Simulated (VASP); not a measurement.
Write the native input for VASP 6.6.1 that does the following.

```
Task                   : single point
Functional             : PBE
Potentials or basis    : VASP PAW PBE potentials, release 64 (Ba_sv, S)
Cutoff                 : 520 eV
k mesh                 : 6 × 6 × 2
Occupations            : gaussian, width 0.01 eV
Spin                   : no spin polarisation
Dipole correction      : no
Further INCAR settings : ALGO = Normal; EDIFF = 1e-06; NBANDS = 24
```

The structure of BaS lies in POSCAR:

```
BaS
1.0
    5.3844481214      0.0000000000      0.0000000000
   -2.6922240607      4.6630688585      0.0000000000
    0.0000000000      0.0000000000      6.3816974437
Ba S
2 2
Direct
    0.3333333333      0.6666666667      0.2500000000
    0.6666666667      0.3333333333      0.7500000000
    0.6666666667      0.3333333333      0.2500000000
    0.3333333333      0.6666666667      0.7500000000
```

One way to write it, as run:

INCAR

```
SYSTEM = BaS
  PREC = Accurate
  ENCUT = 520
  EDIFF = 1E-6
  ISMEAR = 0
  SIGMA = 0.01
  LREAL = .FALSE.
  LASPH = .TRUE.
  NELM = 100
  ALGO = Normal
  ISIF = 2
  LWAVE = .FALSE.
  LCHARG = .FALSE.
  GGA = PE
  NBANDS = 24
```

KPOINTS

```
Automatic mesh
0
G
  6 6 2
  0 0 0
```

Potentials or basis: VASP PAW PBE potentials, release 64 (Ba_sv, S).

The run is started by

```bash
$ cat potpaw_PBE.64/Ba_sv/POTCAR potpaw_PBE.64/S/POTCAR > POTCAR
$ mpirun -np 1 vasp_std > vasp.out
```

It gave:

```yaml
Pressure: 0.7 GPa
Band_gap_on_the_k_mesh: 2.45 eV, indirect (least direct gap 2.60 eV)
```

Caveat: the k points lie up to 0.49 Å⁻¹ apart; spin-orbit coupling is left out, which moves the levels of the heavy elements.

It took 86 s on 1 thread of Oxide Virtual Turin-like Processor (shared host), peak memory 0.24 GiB.
